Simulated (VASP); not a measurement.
BaS, 2 atoms in the cell. Symmetry: I4/mmm, No. 139, tetragonal system. The conventional cell has a = 4.426 Å, b = 4.426 Å, c = 6.388 Å, α = 90.00°, β = 90.00°, γ = 90.00°. Ba (site symmetry 4/mmm) has 6 S at 3.13 to 3.19 Å within 4.1 Å. Within 4.1 Å of S (site symmetry 4/mmm) lie 6 Ba at 3.13 to 3.19 Å.  This cell differs from its parent crystal: equal xx and yy strain of -2 %.

```yaml
Program: VASP 6.6.1
Task: single point
Functional: PBE
Potentials_or_basis: VASP PAW PBE potentials, release 64 (Ba_sv, S)
Cutoff: 520 eV
k_mesh: 8 × 8 × 8
Occupations: fermi-dirac, width 0.02 eV
Spin: no spin polarisation
Dipole_correction: no
Further_INCAR_settings: ALGO = Normal; EDIFF = 1e-06; NBANDS = 15
```

Potentials or basis: VASP PAW PBE potentials, release 64 (Ba_sv, S).

Command:

```bash
$ cat potpaw_PBE.64/Ba_sv/POTCAR potpaw_PBE.64/S/POTCAR > POTCAR
$ mpirun -np 1 vasp_std > vasp.out
```

Hardware: 1 thread of Intel Xeon 8259CL (shared host).

How long does it take, and how much memory?

Wall time 96 s on 1 thread of Intel Xeon 8259CL (shared host), peak memory 0.23 GiB. Counts: scf iterations 13, k points 59.
